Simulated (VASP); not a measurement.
Runs of VASP 6.6.1 on ErC4. The structure is that of space group P6/mmm (No. 191), or close to it. The cells are those of the table. The cell was generated, and may not be a known phase.

| task | cell | k mesh | gap on the mesh (eV) | pressure (GPa) | relaxed volume (Å³/atom) |
| --- | --- | --- | --- | --- | --- |
| single point | a = 3.882, b = 3.882, c = 4.403 Å, angles 90.0, 90.0, 120.0°, 5 atoms | 6 × 6 × 2 | none | (b) | - |
| single point | a = 3.308, b = 3.308, c = 8.482 Å, angles 90.0, 90.0, 120.0°, 5 atoms | 6 × 6 × 2 | none | 7.2 | - |
| single point | a = 3.860, b = 3.860, c = 4.470 Å, angles 90.0, 90.0, 120.0°, 5 atoms | 6 × 6 × 4 | none | 0.1 | - |
| relaxation of cell and atoms | relaxed from a = 3.308, b = 3.308, c = 8.482 Å, angles 90.0, 90.0, 120.0°, 5 atoms | 6 × 6 × 2 | none | -0.2 | 11.36 |
| relaxation of cell and atoms | relaxed from a = 3.882, b = 3.882, c = 4.403 Å, angles 90.0, 90.0, 120.0°, 5 atoms | 6 × 6 × 4 | none | -0.2 | 11.54 |
| single point | a = 3.829, b = 3.829, c = 4.487 Å, angles 90.0, 90.0, 120.0°, 5 atoms | 12 × 12 × 8 | none | 0.3 | - |
| relaxation of cell and atoms | relaxed from a = 3.860, b = 3.860, c = 4.470 Å, angles 90.0, 90.0, 120.0°, 5 atoms | 12 × 12 × 8 | none | -0.1 | (a) |

Alike in all rows: level PBE; potentials or basis VASP PAW PBE potentials, release 64 (Er_3, C), 4f in core; no spin polarisation; cutoff (eV) 600; smearing gaussian 0.1 eV.

Question: Estimate the missing entries.

Answer: (a) 11.42; (b) 0.4.

Caveats: some runs use coarse meshes; spin-orbit coupling is left out, which moves the levels of the heavy elements; the 4f electrons are frozen in the core, so they carry no moment and show no levels; an odd number of electrons without spin polarisation forces a metal; a magnetic or distorted state may lie lower; the volume moved by over 15 % at a fixed basis, so the end points are rough (at least some runs).

A k mesh can miss the band edges, and the runs leave out spin-orbit coupling on Er.

A gap of «none» marks levels without a gap at the run's occupations.
